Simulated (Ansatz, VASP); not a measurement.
**One calculation of Ru, two programs**

```
CELL_PARAMETERS angstrom
0.00000 1.90533 1.90533
1.90533 0.00000 1.90533
1.90533 1.90533 0.00000
ATOMIC_POSITIONS crystal
Ru 0.00000 0.00000 0.00000
```

Alike in both runs: task single point; functional PBE; k mesh 18 × 18 × 18; occupations gaussian, width 0.05 eV; non-collinear spin, spin-orbit coupling.

```csv
,VASP,Ansatz
version,VASP 6.6.1,Ansatz 0.2.0
potentials or method,"VASP PAW PBE potentials, release 64 (Ru_pv), cutoff 520 eV","plane waves, PAW"
valence electrons in the cell,14,16
```

|  | VASP | Ansatz | Ansatz less VASP |
| --- | --- | --- | --- |
| pressure (GPa) | 0.0 | 0.0 | -0.04 |
| net moment per atom (μB) | 0.00 | 0.00 | 0.000 |

With one functional, cell and mesh, what is left measures potentials, basis and numerics. VASP's potentials hold 14 valence electrons a cell and Ansatz's 16, so a difference there can come from the potentials and not from the codes.
